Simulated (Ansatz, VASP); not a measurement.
## One calculation of Cr, two programs

Contents of INCAR:

```
SYSTEM = Cr
PREC     = Accurate       ! precision mode
ENCUT    = 520            ! plane-wave cutoff, eV
EDIFF    = 1E-6           ! SCF threshold, eV
ISMEAR   = 1              ! smearing method
SIGMA    = 1.0            ! smearing width, eV
LREAL    = .False.        ! projectors in reciprocal space
LASPH    = .True.         ! aspherical terms in the spheres
NELM     = 100            ! most SCF steps
ALGO     = Normal         ! electronic algorithm
ISIF     = 2              ! what is computed and relaxed
LWAVE    = .False.        ! write WAVECAR
LCHARG   = .False.        ! write CHGCAR
GGA      = PE             ! functional
NBANDS   = 12             ! bands
```

The input KPOINTS:

```
Automatic mesh
0
Gamma
  15 15 15
  0 0 0
```

The input POSCAR:

```
Cr
1.0
   -1.4243177237      1.4243177237      1.4243177237
    1.4243177237     -1.4243177237      1.4243177237
    1.4243177237      1.4243177237     -1.4243177237
Cr
1
Direct
    0.0000000000      0.0000000000      0.0000000000
```

Input for Ansatz:

```yaml
crystal:
  lattice:
    - [-1.4243177237, 1.4243177237, 1.4243177237]
    - [1.4243177237, -1.4243177237, 1.4243177237]
    - [1.4243177237, 1.4243177237, -1.4243177237]
  atoms:
    - { symbol: Cr, position: [0.0, 0.0, 0.0] }
hamiltonian:
  xc: pbe
  pseudopotentials:
    kind: paw
    azcp:
      Cr: "pseudopotentials/Cr.paw.azcp"
basis:
  ecutwfc: 420
  fft_grid_basis: typed
kpoints:
  mp_grid: { grid: [15, 15, 15], shift: [0, 0, 0] }
magnetization:
  spin_polarized: false
scf:
  occupations: { method: methfessel_paxton, width: 1.0 }
  lower_state_search: "off"
output:
  stress: true
```

Alike in both runs: task single point; functional PBE; k mesh 15 × 15 × 15; occupations methfessel-paxton of order 1, width 1 eV; no spin polarisation.

|  | VASP | Ansatz |
| --- | --- | --- |
| version | VASP 6.6.1 | Ansatz 0.2.0 |
| potentials or method | VASP PAW PBE potentials, release 64 (Cr_pv), cutoff 520 eV | plane waves (420 eV) with PAW, scalar-relativistic |
| valence electrons in the cell | 12 | 14 |

Ansatz gave:

```
pressure (GPa) : -2.4
```

Task: Which values does VASP return?

Result: Pressure (GPa): -2.9.

VASP's potentials hold 12 valence electrons a cell and Ansatz's 14, so a difference there can come from the potentials and not from the codes.
